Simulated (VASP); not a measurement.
# TaAs (I4_1md) in VASP: a series of runs

TaAs is run at these levels: PBE; tasks: single point.

Everything below comes from runs of VASP 6.6.1. Logs are shortened: lines on timing, memory, paths and dates and some standing lists are left out, and cuts for length are marked.

## Step 1: The cell of the first run

It takes space group I4_1md (No. 109, tetragonal). Conventional cell: a = 3.444 Å, b = 3.444 Å, c = 11.736 Å, α = 90.00°, β = 90.00°, γ = 90.00°. Within 3.4 Å of Ta (site symmetry 2mm) lie 6 As at 2.61 to 2.62 Å. As (site symmetry 2mm) has 6 Ta at 2.61 to 2.62 Å within 3.4 Å.

## Step 2: Single point, PBE

Input file INCAR:

```
  PREC = Accurate
  ENCUT = 520
  EDIFF = 1E-6
  ISMEAR = 0
  SIGMA = 0.013000000000000001
  LREAL = False
  LASPH = True
  NELM = 80
  ALGO = Normal
  ISIF = 2
  LWAVE = False
  LCHARG = False
  GGA = PE
  NBANDS = 24
```

Input file KPOINTS:

```
regular mesh
0
Gamma
  11 11 11
```

Input file POSCAR:

```
TaAs
1.0
   -1.7218133622      1.7218133622      5.8679415361
    1.7218133622     -1.7218133622      5.8679415361
    1.7218133622      1.7218133622     -5.8679415361
Ta As
2 2
Direct
    0.4999673000      0.4999673000      0.0000000000
    0.2499673000      0.7499673000      0.5000000000
    0.0826321200      0.0826321200      0.0000000000
    0.8326321200      0.3326321200      0.5000000000
```

Potentials or basis: VASP PAW PBE potentials, release 64 (Ta_pv, As).

Command:

```sh
> cat potpaw_PBE.64/Ta_pv/POTCAR potpaw_PBE.64/As/POTCAR > POTCAR
> mpirun -np 1 vasp_std > vasp.out
```

OUTCAR:

```text
PREC = Accurate
   ENCUT = 520
   EDIFF = 1E-6
   ISMEAR = 0
   LREAL = False
   LASPH = True
   NELM = 80
   ISIF = 2
   GGA = PE

 ion  position               nearest neighbor table
   1  0.500  0.500  0.000-   4 2.61   4 2.61   3 2.62   3 2.62   3 2.62   3 2.62   2 3.40   2 3.40
                             2 3.40   2 3.40
   2  0.250  0.750  0.500-   3 2.61   3 2.61   4 2.62   4 2.62   4 2.62   4 2.62   1 3.40   1 3.40
                             1 3.40   1 3.40
   3  0.083  0.083  0.000-   2 2.61   2 2.61   1 2.62   1 2.62   1 2.62   1 2.62
   4  0.833  0.333  0.500-   1 2.61   1 2.61   2 2.62   2 2.62   2 2.62   2 2.62

  LATTYP: Found a body centered tetragonal cell.
 ALAT       =     3.4436267244
 C/A-ratio  =     3.4080009279

  Lattice vectors:

 A1 = (  -1.7218133622,   1.7218133622,   5.8679415361)
 A2 = (   1.7218133622,  -1.7218133622,   5.8679415361)
 A3 = (   1.7218133622,   1.7218133622,  -5.8679415361)

Analysis of symmetry for initial positions (statically):
=====================================================================
 Subroutine PRICEL returns:
 Original cell was already a primitive cell.

 Routine SETGRP: Setting up the symmetry group for a
 body centered tetragonal supercell.

 Subroutine GETGRP returns: Found  8 space group operations
 (whereof  4 operations were pure point group operations)
 out of a pool of 16 trial point group operations.

The static configuration has the point symmetry C_2v.
 The point group associated with its full space group is C_4v.

Analysis of symmetry for dynamics (positions and initial velocities):
=====================================================================
 Subroutine PRICEL returns:
 Original cell was already a primitive cell.

 Routine SETGRP: Setting up the symmetry group for a
 body centered tetragonal supercell.

 Subroutine GETGRP returns: Found  8 space group operations
 (whereof  4 operations were pure point group operations)
 out of a pool of 16 trial point group operations.

The dynamic configuration has the point symmetry C_2v.
 The point group associated with its full space group is C_4v.

 Subroutine INISYM returns: Found  8 space group operations
 (whereof  4 operations are pure point group operations),
 and found     1 'primitive' translations

----------------------------------------------------------------------------------------

                                     Primitive cell

  volume of cell :      69.5854

  direct lattice vectors                    reciprocal lattice vectors
    -1.721813362  1.721813362  5.867941536     0.000000000  0.290391520  0.085208756
     1.721813362 -1.721813362  5.867941536     0.290391520  0.000000000  0.085208756
     1.721813362  1.721813362 -5.867941536     0.290391520  0.290391520  0.000000000

  length of vectors
     6.353111079  6.353111079  6.353111079     0.302634709  0.302634709  0.410675626

  position of ions in fractional coordinates (direct lattice)
     0.499967300  0.499967300  0.000000000
     0.249967300  0.749967300  0.500000000
     0.082632120  0.082632120  0.000000000
     0.832632120  0.332632120  0.500000000

  ion indices of the primitive-cell ions
   primitive index   ion index
                 1           1
                 2           2
                 3           3
                 4           4

----------------------------------------------------------------------------------------

 KPOINTS: regular mesh

Automatic generation of k-mesh.
 Grid dimensions read from file:
 generate k-points for:   11   11   11

 Generating k-lattice:

  Cartesian coordinates                     Fractional coordinates (reciprocal lattice)
     0.000000000  0.026399229  0.007746251     0.090909091  0.000000000  0.000000000
     0.026399229  0.000000000  0.007746251     0.000000000  0.090909091  0.000000000
     0.026399229  0.026399229  0.000000000     0.000000000  0.000000000  0.090909091

  Length of vectors
     0.027512246  0.027512246  0.037334148

  Shift w.r.t. Gamma in fractional coordinates (k-lattice)
     0.000000000  0.000000000  0.000000000

 Subroutine IBZKPT returns following result:
 ===========================================

 Found    126 irreducible k-points:

 Following reciprocal coordinates:
            Coordinates               Weight
  0.000000  0.000000  0.000000      1.000000
  0.090909  0.000000 -0.000000      8.000000
  0.181818  0.000000  0.000000      8.000000
  0.272727  0.000000  0.000000      8.000000
  0.363636  0.000000  0.000000      8.000000
  0.454545  0.000000  0.000000      8.000000
[... 16 lines left out ...]
 -0.272727  0.181818 -0.000000     16.000000
 -0.181818  0.181818  0.000000      4.000000
 [... further k-points ...]
   k-points           NKPTS =    126   k-points in BZ     NKDIM =    126   number of bands    NBANDS=     24
   number of dos      NEDOS =    301   number of ions     NIONS =      4
   total plane-waves  NPLWV = 110592
   dimension x,y,z NGX =    48 NGY =   48 NGZ =   48
   dimension x,y,z NGXF=    96 NGYF=   96 NGZF=   96
   ions per type =               2   2
   NGX,Y,Z   is equivalent  to a cutoff of  12.56, 12.56, 12.56 a.u.
   NGXF,Y,Z  is equivalent  to a cutoff of  25.12, 25.12, 25.12 a.u.
 SYSTEM =  unknown system
   PREC   = accura    normal or accurate (medium, high low for compatibility)
   ISTART =      0    job   : 0-new  1-cont  2-samecut
   ICHARG =      2    charge: 1-file 2-atom 10-const
   ISPIN  =      1    spin polarized calculation?
   LNONCOLLINEAR =      F non collinear calculations
   LSORBIT =      F    spin-orbit coupling
   LASPH  =      T    aspherical Exc in radial PAW
   ENCUT  =  520.0 eV  38.22 Ry    6.18 a.u.  11.81 11.81 11.81*2*pi/ulx,y,z
   NELM   =     80;   NELMIN=  2; NELMDL= -5     # of ELM steps
   EDIFF  = 0.1E-05   stopping-criterion for ELM
   LREAL  =      F    real-space projection
   EDIFFG = 0.1E-04   stopping-criterion for IOM
   NSW    =      0    number of steps for IOM
   IBRION =     -1    ionic relax: 0-MD 1-quasi-New 2-CG
   NFREE  =      0    steps in history (QN), initial steepest desc. (CG)
   ISIF   =      2    stress and relaxation
   ISYM   =      2    0-nonsym 1-usesym 2-fastsym
   POTIM  = 0.5000    time-step for ionic-motion
   TEBEG  =    0.0;   TEEND  =   0.0 temperature during run
   PSTRESS=    0.0 pullay stress
   NELECT =      32.0000    total number of electrons
   NUPDOWN=      -1.0000    fix difference up-down
   EMIN   =  10.00;   EMAX   =-10.00  energy-range for DOS
   EFERMI =   0.00;   METHOD = LEGACY
   ISMEAR =     0;   SIGMA  =   0.01  broadening in eV -4-tet -1-fermi 0-gaus
   EFERMI_NEDOS =   21; number of points for ismear=-14 and -15
   IALGO  =     38    algorithm
   IMIX   =      4    mixing-type and parameters
     AMIX     =   0.40;   BMIX     =  1.00
     AMIX_MAG =   1.60;   BMIX_MAG =  1.00
  volume/ion in A,a.u.               =      17.40       117.40
  Fermi-wavevector in a.u.,A,eV,Ry     =   1.263627  2.387909 21.725142  1.596753
  Thomas-Fermi vector in A             =   2.396974
   LORBIT       =      0    0 simple, 1 ext, 2 COOP (PROOUT), +10 PAW based schemes
   GGA     = PE    functional components
   LHFCALC =     F    Hartree Fock is set to
   AEXX    =    0.0000 exact exchange contribution
   IVDW    =     0    specifies the selected vdW correction
   LEPSILON=     F    determine dielectric tensor
   LRPA    =     F    only Hartree local field effects (RPA)
 non-spin polarized calculation
 Gauss-broadening in eV      SIGMA  =   0.01
  energy-cutoff  :      520.00
  volume of cell :       69.59
 maximum number of plane-waves:      1897
   NGX = 23   NGY = 23   NGZ = 23

 number of electron      32.0000002 magnetization

 Free energy of the ion-electron system (eV)
  ---------------------------------------------------
  ext. energy  EPLUGINS =         0.00000000
  ---------------------------------------------------
  free energy    TOTEN  =       -35.10440955 eV

  energy without entropy =      -35.10430237  energy(sigma->0) =      -35.10435596

 E-fermi :   6.9939     XC(G=0): -11.9088

 val. band max:        6.9921634195   @ k =  -0.1818  -0.4545   0.1818
 cond. band min:       7.0002257363   @ k =  -0.1818   0.3636   0.1818
 fundamental gap:      0.0080623168
 Fermi energy:         6.9939150375

 k-point     1 :       0.0000    0.0000    0.0000
  band No.  band energies     occupation
      1     -28.0096      2.00000
      2     -27.9655      2.00000
      3     -27.9655      2.00000
      4     -27.8179      2.00000
      5     -27.8179      2.00000
      6     -27.7734      2.00000
[... 16 lines left out ...]
     23      11.0727      0.00000
     24      11.0729      0.00000

 k-point     2 :       0.0909    0.0000   -0.0000
  band No.  band energies     occupation
      1     -28.0068      2.00000
      2     -27.9765      2.00000
      3     -27.9643      2.00000
      4     -27.8304      2.00000
      5     -27.8165      2.00000
      6     -27.7745      2.00000
[... 16 lines left out ...]
     23      10.7531      0.00000
     24      11.4619      0.00000

 k-point     3 :       0.1818    0.0000    0.0000
  band No.  band energies     occupation
      1     -28.0219      2.00000
      2     -27.9832      2.00000
      3     -27.9611      2.00000
      4     -27.8622      2.00000
      5     -27.8126      2.00000
      6     -27.7793      2.00000
[... 16 lines left out ...]
     23      11.2102      0.00000
     24      12.3253      0.00000
[... 514 lines left out ...]
 k-point    23 :      -0.2727    0.1818   -0.0000
  band No.  band energies     occupation
      1     -28.0586      2.00000
      2     -28.0085      2.00000
      3     -27.9560      2.00000
      4     -27.8960      2.00000
      5     -27.8507      2.00000
      6     -27.7814      2.00000
[... 16 lines left out ...]
     23      11.3966      0.00000
     24      12.8481      0.00000

 k-point    24 :      -0.1818    0.1818    0.0000
  band No.  band energies     occupation
      1     -28.0183      2.00000
      2     -28.0111      2.00000
      3     -27.9684      2.00000
      4     -27.8615      2.00000
      5     -27.8523      2.00000
      6     -27.7760      2.00000
[... 16 lines left out ...]
     23      11.0008      0.00000
     24      12.3873      0.00000

 [... further k-points ...]

------------------------ aborting loop because EDIFF is reached ----------------------------------------

  FORCE on cell =-STRESS in cart. coord.  units (eV):
  Direction    XX          YY          ZZ          XY          YZ          ZX
  --------------------------------------------------------------------------------------
  -------------------------------------------------------------------------------------
  Total        1.2882315      1.2882315      0.8037608      0.0000000      0.0000000      0.0000000
  in kB       29.6610549     29.6610549     18.5062946      0.0000000      0.0000000      0.0000000
  external PRESSURE =      25.9428015 kB  Pullay stress =       0.0000000 kB

 VOLUME and BASIS-vectors are now :
 -----------------------------------------------------------------------------
  energy-cutoff  :      520.00
  volume of cell :       69.59
      direct lattice vectors                 reciprocal lattice vectors
    -1.721813362  1.721813362  5.867941536     0.000000000  0.290391520  0.085208756
     1.721813362 -1.721813362  5.867941536     0.290391520  0.000000000  0.085208756
     1.721813362  1.721813362 -5.867941536     0.290391520  0.290391520  0.000000000

 POSITION                                       TOTAL-FORCE (eV/Angst)
 -----------------------------------------------------------------------------------
      0.00000      0.00000      5.86756        -0.000000      0.000000      0.027739
      1.72181      0.00000      2.93359         0.000000     -0.000000      0.027739
      0.00000      0.00000      0.96976        -0.000000      0.000000     -0.027739
      0.00000      1.72181      3.90373         0.000000     -0.000000     -0.027739
 -----------------------------------------------------------------------------------
    total drift:                                0.000000      0.000000      0.000230

  FREE ENERGIE OF THE ION-ELECTRON SYSTEM (eV)
  ---------------------------------------------------
  free  energy   TOTEN  =       -35.1044095546 eV

  energy  without entropy=      -35.1043023686  energy(sigma->0) =      -35.10435596
```

It took 5 min on 1 thread of AMD EPYC 9R45 (Zen 5), shared host; peak memory 0.41 GiB.

Results:

```yaml
Free_energy: -35.1044 eV
Pressure: 2.6 GPa
Largest_force: 0.028 eV/Å
```

Forces in eV/Å, atoms in the order of the input:
```
Ta   0.000  0.000  0.028
Ta   0.000  0.000  0.028
As   0.000  0.000 -0.028
As   0.000  0.000 -0.028
```

Levels at points of the mesh, in eV from the Fermi level:
```tsv
k point	band 12	band 13	band 14	band 15	band 16	band 17	band 18	band 19	band 20	band 21
(0.00, 0.00, 0.00)	-2.49	-2.37	-1.97	-1.65	-1.65	0.90	1.56	2.31	3.08	3.08
```

Caveat: spin-orbit coupling is left out, which moves the levels of the heavy elements.

## Step 3: Single point, PBE

Input file INCAR:

```
  PREC = Accurate
  ENCUT = 520
  EDIFF = 1E-6
  ISMEAR = 0
  SIGMA = 0.015
  LREAL = False
  LASPH = True
  NELM = 60
  ALGO = Normal
  ISIF = 2
  LWAVE = False
  LCHARG = True
  GGA = PE
  LELF = True
  LVHAR = True
  NBANDS = 24
```

KPOINTS is that of step 2.

POSCAR is that of step 2.

Potentials or basis: VASP PAW PBE potentials, release 64 (Ta_pv, As).

Command:

```sh
> cat potpaw_PBE.64/Ta_pv/POTCAR potpaw_PBE.64/As/POTCAR > POTCAR
> mpirun -np 1 vasp_std > vasp.out
```

Run time: 5.1 min. Hardware: 1 thread of AMD EPYC 9R45 (Zen 5), shared host; peak memory 0.4 GiB.

The run converged. Its results:

| Property | Result |
| --- | --- |
| Free energy | -35.1044 eV |
| Pressure | 2.6 GPa |
| Largest force | 0.028 eV/Å |

Forces in eV/Å, atoms in the order of the input:
```
Ta   0.000  0.000  0.028
Ta   0.000  0.000  0.028
As   0.000  0.000 -0.028
As   0.000  0.000 -0.028
```

Stress tensor (GPa, compression positive):
```
2.97 0.00 0.00
0.00 2.97 0.00
0.00 0.00 1.85
```

Levels at points of the mesh, in eV from the Fermi level:
| k point | band 14 | band 15 | band 16 | band 17 | band 18 | band 19 |
| --- | --- | --- | --- | --- | --- | --- |
| (0.00, 0.00, 0.00) | -1.97 | -1.65 | -1.65 | 0.90 | 1.56 | 2.31 |

Caveat: spin-orbit coupling is left out, which moves the levels of the heavy elements.
